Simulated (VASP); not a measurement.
# PbO (Pbcm) in VASP: notebook

PbO is run at these levels: PBE+D3(BJ); tasks: relaxation of shape and atoms at fixed volume.

All numbers are computed with VASP 6.6.1; they aren't measurements. Logs are shortened: lines on timing, memory, paths and dates and some standing lists are left out, and cuts for length are marked.

## Step 1: The cell of the first run

The structure is orthorhombic, space group Pbcm (No. 57). Conventional cell: a = 5.685 Å, b = 5.364 Å, c = 4.713 Å, α = 90.00°, β = 90.00°, γ = 90.00°. Pb (site symmetry m) has 4 O at 2.23 to 2.45 Å within 2.9 Å. Within 3.3 Å of O (site symmetry m) lie 5 Pb at 2.23 to 3.22 Å and 6 O at 2.95 to 3.14 Å.

## Step 2: Relaxation of shape and atoms at fixed volume, PBE+D3(BJ) (17.96 Å³/atom)

INCAR

```
ALGO = Normal
EDIFF = 1E-7
EDIFFG = -0.01
ENCUT = 600
GGA = PE
GGA_COMPAT = F
IBRION = 2
ISIF = 4
ISMEAR = 0
IVDW = 12
LASPH = T
LCHARG = F
LREAL = F
LWAVE = F
NELM = 120
NELMIN = 4
NSW = 60
PREC = Accurate
SIGMA = 0.05
```

KPOINTS

```
k-points
0
Gamma
  4 6 6
```

POSCAR

```
PbO
1.0
    5.6851444324      0.0000000000      0.0000000000
    0.0000000000      5.3638736632      0.0000000000
    0.0000000000      0.0000000000      4.7129814584
Pb O
4 4
Direct
    0.2373993912     -0.0068450720      0.2500000000
    0.7626006088      1.0068450720      0.7500000000
    0.2373993912      0.5068450720      0.7500000000
    0.7626006088      0.4931549280      0.2500000000
    0.8557062682      0.0853133667      0.2500000000
    0.1442937318      0.9146866333      0.7500000000
    0.8557062682      0.4146866333      0.7500000000
    0.1442937318      0.5853133667      0.2500000000
```

Potentials or basis: VASP PAW PBE potentials, release 64 (Pb_d, O).

The run is started by

```sh
$ cat potpaw_PBE.64/Pb_d/POTCAR potpaw_PBE.64/O/POTCAR > POTCAR
$ mpirun -np 1 vasp_std > vasp.out
```

OUTCAR:

```text
EDIFF = 1E-7
   EDIFFG = -0.01
   ENCUT = 600
   GGA = PE
   IBRION = 2
   ISIF = 4
   ISMEAR = 0
   IVDW = 12
   LASPH = T
   LREAL = F
   NELM = 120
   NELMIN = 4
   NSW = 60
   PREC = Accurate
 IVDW          = 12

 ion  position               nearest neighbor table
   1  0.237  0.993  0.250-   5 2.23   8 2.25   6 2.45   6 2.45   3 3.52   3 3.52   2 3.58   2 3.58
                             3 3.63   3 3.63   2 3.80   2 3.80   4 3.81   4 3.81   4 4.01   4 4.01
   2  0.763  0.007  0.750-   6 2.23   7 2.25   5 2.45   5 2.45   4 3.52   4 3.52   1 3.58   1 3.58
                             4 3.63   4 3.63   1 3.80   1 3.80   3 3.81   3 3.81   3 4.01   3 4.01
   3  0.237  0.507  0.750-   7 2.23   6 2.25   8 2.45   8 2.45   1 3.52   1 3.52   4 3.58   4 3.58
                             1 3.63   1 3.63   4 3.80   4 3.80   2 3.81   2 3.81   2 4.01   2 4.01
   4  0.763  0.493  0.250-   8 2.23   5 2.25   7 2.45   7 2.45   2 3.52   2 3.52   3 3.58   3 3.58
                             2 3.63   2 3.63   3 3.80   3 3.80   1 3.81   1 3.81   1 4.01   1 4.01
   5  0.856  0.085  0.250-   1 2.23   4 2.25   2 2.45   2 2.45
   6  0.144  0.915  0.750-   2 2.23   3 2.25   1 2.45   1 2.45
   7  0.856  0.415  0.750-   3 2.23   2 2.25   4 2.45   4 2.45
   8  0.144  0.585  0.250-   4 2.23   1 2.25   3 2.45   3 2.45

  LATTYP: Found a simple orthorhombic cell.
 ALAT       =     4.7129814584
 B/A-ratio  =     1.1381062520
 C/A-ratio  =     1.2062734561

  Lattice vectors:

 A1 = (   0.0000000000,   0.0000000000,  -4.7129814584)
 A2 = (   0.0000000000,   5.3638736632,   0.0000000000)
 A3 = (   5.6851444324,   0.0000000000,   0.0000000000)

Analysis of symmetry for initial positions (statically):
=====================================================================
 Subroutine PRICEL returns:
 Original cell was already a primitive cell.

 Routine SETGRP: Setting up the symmetry group for a
 simple orthorhombic supercell.

 Subroutine GETGRP returns: Found  8 space group operations
 (whereof  2 operations were pure point group operations)
 out of a pool of  8 trial point group operations.

The static configuration has the point symmetry S_2 .
 The point group associated with its full space group is D_2h.

Analysis of symmetry for dynamics (positions and initial velocities):
=====================================================================
 Subroutine PRICEL returns:
 Original cell was already a primitive cell.

 Routine SETGRP: Setting up the symmetry group for a
 simple orthorhombic supercell.

 Subroutine GETGRP returns: Found  8 space group operations
 (whereof  2 operations were pure point group operations)
 out of a pool of  8 trial point group operations.

The dynamic configuration has the point symmetry S_2 .
 The point group associated with its full space group is D_2h.

 Subroutine INISYM returns: Found  8 space group operations
 (whereof  2 operations are pure point group operations),
 and found     1 'primitive' translations

----------------------------------------------------------------------------------------

                                     Primitive cell

  volume of cell :     143.7195

  direct lattice vectors                    reciprocal lattice vectors
     5.685144432  0.000000000  0.000000000     0.175897026  0.000000000  0.000000000
     0.000000000  5.363873663  0.000000000     0.000000000  0.186432430  0.000000000
     0.000000000  0.000000000  4.712981458     0.000000000  0.000000000  0.212179914

  length of vectors
     5.685144432  5.363873663  4.712981458     0.175897026  0.186432430  0.212179914

  position of ions in fractional coordinates (direct lattice)
     0.237399391  0.993154928  0.250000000
     0.762600609  0.006845072  0.750000000
     0.237399391  0.506845072  0.750000000
     0.762600609  0.493154928  0.250000000
     0.855706268  0.085313367  0.250000000
     0.144293732  0.914686633  0.750000000
     0.855706268  0.414686633  0.750000000
     0.144293732  0.585313367  0.250000000

  ion indices of the primitive-cell ions
   primitive index   ion index
                 1           1
                 2           2
                 3           3
                 4           4
                 5           5
                 6           6
                 7           7
                 8           8

----------------------------------------------------------------------------------------

 KPOINTS: k-points

Automatic generation of k-mesh.
 Grid dimensions read from file:
 generate k-points for:    4    6    6

 Generating k-lattice:

  Cartesian coordinates                     Fractional coordinates (reciprocal lattice)
     0.043974257  0.000000000  0.000000000     0.250000000  0.000000000  0.000000000
     0.000000000  0.031072072  0.000000000     0.000000000  0.166666667  0.000000000
     0.000000000  0.000000000  0.035363319     0.000000000  0.000000000  0.166666667

  Length of vectors
     0.043974257  0.031072072  0.035363319

  Shift w.r.t. Gamma in fractional coordinates (k-lattice)
     0.000000000  0.000000000  0.000000000

 Subroutine IBZKPT returns following result:
 ===========================================

 Found     48 irreducible k-points:

 Following reciprocal coordinates:
            Coordinates               Weight
  0.000000  0.000000  0.000000      1.000000
  0.250000  0.000000  0.000000      2.000000
  0.500000  0.000000  0.000000      1.000000
  0.000000  0.166667  0.000000      2.000000
  0.250000  0.166667  0.000000      4.000000
  0.500000  0.166667  0.000000      2.000000
[... 16 lines left out ...]
  0.250000  0.500000  0.166667      4.000000
  0.500000  0.500000  0.166667      2.000000
 [... further k-points ...]
   k-points           NKPTS =     48   k-points in BZ     NKDIM =     48   number of bands    NBANDS=     48
   number of dos      NEDOS =    301   number of ions     NIONS =      8
   total plane-waves  NPLWV =  92160
   dimension x,y,z NGX =    48 NGY =   48 NGZ =   40
   dimension x,y,z NGXF=    96 NGYF=   96 NGZF=   80
   ions per type =               4   4
   NGX,Y,Z   is equivalent  to a cutoff of  14.04, 14.88, 14.11 a.u.
   NGXF,Y,Z  is equivalent  to a cutoff of  28.07, 29.75, 28.22 a.u.
 SYSTEM =  unknown system
   PREC   = accura    normal or accurate (medium, high low for compatibility)
   ISTART =      0    job   : 0-new  1-cont  2-samecut
   ICHARG =      2    charge: 1-file 2-atom 10-const
   ISPIN  =      1    spin polarized calculation?
   LNONCOLLINEAR =      F non collinear calculations
   LSORBIT =      F    spin-orbit coupling
   LASPH  =      T    aspherical Exc in radial PAW
   ENCUT  =  600.0 eV  44.10 Ry    6.64 a.u.  11.35 10.71  9.41*2*pi/ulx,y,z
   NELM   =    120;   NELMIN=  4; NELMDL= -5     # of ELM steps
   EDIFF  = 0.1E-06   stopping-criterion for ELM
   LREAL  =      F    real-space projection
   EDIFFG = -.1E-01   stopping-criterion for IOM
   NSW    =     60    number of steps for IOM
   IBRION =      2    ionic relax: 0-MD 1-quasi-New 2-CG
   NFREE  =      1    steps in history (QN), initial steepest desc. (CG)
   ISIF   =      4    stress and relaxation
   ISYM   =      2    0-nonsym 1-usesym 2-fastsym
   POTIM  = 0.5000    time-step for ionic-motion
   TEBEG  =    0.0;   TEEND  =   0.0 temperature during run
   PSTRESS=    0.0 pullay stress
   NELECT =      80.0000    total number of electrons
   NUPDOWN=      -1.0000    fix difference up-down
   EMIN   =  10.00;   EMAX   =-10.00  energy-range for DOS
   EFERMI =   0.00;   METHOD = LEGACY
   ISMEAR =     0;   SIGMA  =   0.05  broadening in eV -4-tet -1-fermi 0-gaus
   EFERMI_NEDOS =   21; number of points for ismear=-14 and -15
   IALGO  =     38    algorithm
   IMIX   =      4    mixing-type and parameters
     AMIX     =   0.40;   BMIX     =  1.00
     AMIX_MAG =   1.60;   BMIX_MAG =  1.00
  volume/ion in A,a.u.               =      17.96       121.23
  Fermi-wavevector in a.u.,A,eV,Ry     =   1.346686  2.544867 24.675013  1.813562
  Thomas-Fermi vector in A             =   2.474497
   LORBIT       =      0    0 simple, 1 ext, 2 COOP (PROOUT), +10 PAW based schemes
   GGA     = PE    functional components
   LHFCALC =     F    Hartree Fock is set to
   AEXX    =    0.0000 exact exchange contribution
   IVDW    =    12    specifies the selected vdW correction
   LEPSILON=     F    determine dielectric tensor
   LRPA    =     F    only Hartree local field effects (RPA)
 conjugate gradient relaxation of ions
 non-spin polarized calculation
 Gauss-broadening in eV      SIGMA  =   0.05
  energy-cutoff  :      600.00
  volume of cell :      143.72
 maximum number of plane-waves:      4833
 NGX is ok and might be reduce to    48
   NGX = 23   NGY = 21   NGZ = 19

--------------------------------------- Ionic step        1  -------------------------------------------

 number of electron      80.0000010 magnetization

 Free energy of the ion-electron system (eV)
  ---------------------------------------------------
  ext. energy  EPLUGINS =         0.00000000
  ---------------------------------------------------
  free energy    TOTEN  =       -42.48081049 eV

  energy without entropy =      -42.48081049  energy(sigma->0) =      -42.48081049

------------------------ aborting loop because EDIFF is reached ----------------------------------------

 Edisp (eV)   -2.12156

 E8    (eV) :    -0.9715
[... 123 lines left out ...]
  FREE ENERGIE OF THE ION-ELECTRON SYSTEM (eV)
  ---------------------------------------------------
  free  energy   TOTEN  =       -44.6515526107 eV

  energy  without entropy=      -44.6515526107  energy(sigma->0) =      -44.65155261

[... ionic steps 4 to 11 ...]

--------------------------------------- Ionic step       12  -------------------------------------------

 number of electron      80.0000020 magnetization

------------------------ aborting loop because EDIFF is reached ----------------------------------------
[... 87 lines left out ...]
--------------------------------------- Ionic step       14  -------------------------------------------

 number of electron      80.0000016 magnetization

 Free energy of the ion-electron system (eV)
  ---------------------------------------------------
  ext. energy  EPLUGINS =         0.00000000
  ---------------------------------------------------
  free energy    TOTEN  =       -42.53888397 eV

  energy without entropy =      -42.53888397  energy(sigma->0) =      -42.53888397

 E-fermi :   5.7988     XC(G=0): -10.5037

 val. band max:        5.5110725494   @ k =   0.5000   0.1667   0.0000
 cond. band min:       7.4251978126   @ k =   0.5000   0.5000   0.3333
 fundamental gap:      1.9141252632
 Fermi energy:         5.7987978830

 k-point     1 :       0.0000    0.0000    0.0000
  band No.  band energies     occupation
      1     -12.1032      2.00000
      2     -11.9677      2.00000
      3     -11.9028      2.00000
      4     -11.8366      2.00000
      5     -10.0711      2.00000
      6     -10.0093      2.00000
[... 1213 lines left out ...]
     47      12.3685      0.00000
     48      12.3685      0.00000

 [... further k-points ...]

------------------------ aborting loop because EDIFF is reached ----------------------------------------

 Edisp (eV)   -2.12194

 E8    (eV) :    -0.9717
[... 31 lines left out ...]
  FREE ENERGIE OF THE ION-ELECTRON SYSTEM (eV)
  ---------------------------------------------------
  free  energy   TOTEN  =       -44.6608236966 eV

  energy  without entropy=      -44.6608236966  energy(sigma->0) =      -44.66082370

 reached required accuracy - stopping structural energy minimisation
```

Wall time 57 min (1 thread of Oxide Virtual Turin-like, shared host); peak memory 0.49 GiB.

Results:

| Property | Result |
| --- | --- |
| Free energy | -44.6608 eV |
| Energy gained by relaxing | 7.3 meV/atom |
| Ionic steps | 14 |
| Pressure after relaxing | 2.5 GPa |
| Largest force after relaxing | 0.005 eV/Å |
| Band gap on the k mesh | 1.91 eV (least direct gap 2.08 eV) |
| Dispersion energy per atom | -0.265 eV |

Forces on the atoms (eV/Å):
```
Pb  -0.002  0.005  0.000
Pb   0.002 -0.005  0.000
Pb  -0.002 -0.005  0.000
Pb   0.002  0.005  0.000
O   -0.002 -0.003  0.000
O    0.002  0.003  0.000
O   -0.002  0.003  0.000
O    0.002 -0.003  0.000
```

The path:
```
step  energy change (eV)  largest force (eV/Å)  pressure (GPa)  volume (Å³)
   1              0.0000                0.6355            5.33       143.72
   2             -0.0476                0.1233            3.33       143.72
   3             -0.0492                0.0633            2.91       143.72
   4             -0.0535                0.0627            2.75       143.72
   5             -0.0538                0.0860            2.70       143.72
   6             -0.0556                0.0658            2.64       143.72
   7             -0.0564                0.0625            2.57       143.72
   8             -0.0577                0.0344            2.52       143.72
   9             -0.0579                0.0237            2.49       143.72
  10             -0.0581                0.0165            2.50       143.72
  11             -0.0583                0.0058            2.52       143.72
  12             -0.0581                0.0253            2.56       143.72
  13             -0.0584                0.0062            2.53       143.72
  14             -0.0585                0.0055            2.54       143.72
```

Final structure:
```xyz
8
Lattice="5.6539 0.0000 0.0000 0.0000 5.3283 0.0000 0.0000 0.0000 4.7706" Properties=species:S:1:pos:R:3 pbc="T T T"
Pb    1.3747    5.3137    1.1926
Pb    4.2793    0.0146    3.5779
Pb    1.3747    2.6788    3.5779
Pb    4.2793    2.6495    1.1926
O     4.8154    0.4272    1.1926
O     0.8386    4.9011    3.5779
O     4.8154    2.2370    3.5779
O     0.8386    3.0914    1.1926
```

Caveat: spin-orbit coupling is left out, which moves the levels of the heavy elements. A k mesh can miss the band edges.

## Step 3: Relaxation of shape and atoms at fixed volume, PBE+D3(BJ) (16.40 Å³/atom)

This run uses another cell than the first one, of 16.40 Å³/atom.

INCAR

```
SYSTEM = PbO
PREC = Accurate
ENCUT = 600
EDIFF = 1E-7
ISMEAR = 0
SIGMA = 0.05
LREAL = .False.
LASPH = .True.
NELM = 120
ALGO = Normal
ISIF = 4
LWAVE = .False.
LCHARG = .False.
GGA = PE
IVDW = 12
IBRION = 2
NSW = 60
EDIFFG = -0.01
GGA_COMPAT = .False.
NELMIN = 4
```

KPOINTS

```
regular mesh
0
Gamma
  4 6 6
  0 0 0
```

POSCAR

```
PbO
1.0
    5.4759538745      0.0000000000      0.0000000000
    0.0000000000      5.1191680756      0.0000000000
    0.0000000000      0.0000000000      4.6811015490
Pb O
4 4
Direct
    0.2478550341      0.0011544099      0.2500000000
    0.7521449659      0.9988455901      0.7500000000
    0.2478550341      0.4988455901      0.7500000000
    0.7521449659      0.5011544099      0.2500000000
    0.8492873776      0.0740513719      0.2500000000
    0.1507126224      0.9259486281      0.7500000000
    0.8492873776      0.4259486281      0.7500000000
    0.1507126224      0.5740513719      0.2500000000
```

Potentials or basis: VASP PAW PBE potentials, release 64 (Pb_d, O).

The run is started by

```sh
$ cat potpaw_PBE.64/Pb_d/POTCAR potpaw_PBE.64/O/POTCAR > POTCAR
$ mpirun -np 1 vasp_std > vasp.out
```

It took 88 min on 1 thread of Oxide Virtual Turin-like, shared host; peak memory 0.43 GiB.

The run converged. Its results:

```
Free energy                  : -44.2627 eV
Energy gained by relaxing    : 7.4 meV/atom
Ionic steps                  : 20
Pressure after relaxing      : 7.9 GPa
Largest force after relaxing : 0.010 eV/Å
Band gap on the k mesh       : 1.78 eV
Dispersion energy per atom   : -0.290 eV
```

Forces on the atoms (eV/Å):
```
Pb  -0.004 -0.008  0.000
Pb   0.004  0.008  0.000
Pb  -0.004  0.008  0.000
Pb   0.004 -0.008  0.000
O   -0.010 -0.001  0.000
O    0.010  0.001  0.000
O   -0.010  0.001  0.000
O    0.010 -0.001  0.000
```

Step by step:
| step | energy change (eV) | largest force (eV/Å) | pressure (GPa) | volume (Å³) |
| --- | --- | --- | --- | --- |
| 1 | 0.0000 | 0.6744 | 10.77 | 131.22 |
| 2 | -0.0489 | 0.0944 | 8.53 | 131.22 |
| 3 | -0.0492 | 0.0778 | 8.35 | 131.22 |
| 4 | -0.0535 | 0.0523 | 8.17 | 131.22 |
| 5 | -0.0535 | 0.0633 | 8.14 | 131.22 |
| 6 | -0.0548 | 0.0564 | 8.11 | 131.22 |
| 7 | -0.0554 | 0.0653 | 8.07 | 131.22 |
| 8 | -0.0563 | 0.0516 | 8.04 | 131.22 |
| 9 | -0.0571 | 0.0366 | 8.00 | 131.22 |
| 10 | -0.0571 | 0.0363 | 8.00 | 131.22 |
| 11 | -0.0575 | 0.0264 | 8.00 | 131.22 |
| 12 | -0.0580 | 0.0166 | 7.99 | 131.22 |
| 13 | -0.0583 | 0.0072 | 7.99 | 131.22 |
| 14 | -0.0585 | 0.0220 | 7.99 | 131.22 |
| 15 | -0.0586 | 0.0175 | 8.01 | 131.22 |
| 16 | -0.0587 | 0.0201 | 8.04 | 131.22 |
| 17 | -0.0588 | 0.0177 | 8.01 | 131.22 |
| 18 | -0.0590 | 0.0123 | 7.95 | 131.22 |
| 19 | -0.0589 | 0.0296 | 7.84 | 131.22 |
| 20 | -0.0591 | 0.0098 | 7.92 | 131.22 |

Final structure:
```
Pb O
1.0
     5.48151    0.00000    0.00000
     0.00000    5.05177    0.00000
     0.00000    0.00000    4.73874
Pb O
4 4
Cartesian
  1.3881 0.0269 1.1847
  4.0934 5.0248 3.5541
  1.3881 2.4989 3.5541
  4.0934 2.5528 1.1847
  4.6463 0.3249 1.1847
  0.8352 4.7269 3.5541
  4.6463 2.2010 3.5541
  0.8352 2.8508 1.1847
```

Levels at points of the mesh, in eV from the valence-band top:
| k point | band 37 | band 38 | band 39 | band 40 | band 41 | band 42 | band 43 | band 44 |
| --- | --- | --- | --- | --- | --- | --- | --- | --- |
| (0.00, 0.00, 0.00) | -1.82 | -1.43 | -1.02 | -0.14 | 3.75 | 4.01 | 4.43 | 5.93 |
| (0.50, 0.00, 0.00) | -1.55 | -0.46 | -0.33 | -0.09 | 2.85 | 3.21 | 3.31 | 5.14 |
| (0.00, 0.50, 0.00) | -0.86 | -0.86 | -0.04 | -0.04 | 4.49 | 4.49 | 4.69 | 4.69 |
| (0.50, 0.50, 0.00) | -0.49 | -0.49 | -0.19 | -0.19 | 3.47 | 3.47 | 3.97 | 3.97 |
| (0.00, 0.00, 0.50) | -0.67 | -0.67 | -0.10 | -0.10 | 4.37 | 4.37 | 5.30 | 5.30 |
| (0.50, 0.00, 0.50) | -0.38 | -0.38 | -0.34 | -0.34 | 3.45 | 3.45 | 3.65 | 3.65 |
| (0.00, 0.50, 0.50) | -0.40 | -0.40 | -0.40 | -0.40 | 3.47 | 3.47 | 3.47 | 3.47 |
| (0.50, 0.50, 0.50) | -0.52 | -0.52 | -0.52 | -0.52 | 2.64 | 2.64 | 2.64 | 2.64 |

Caveat: spin-orbit coupling is left out, which moves the levels of the heavy elements.
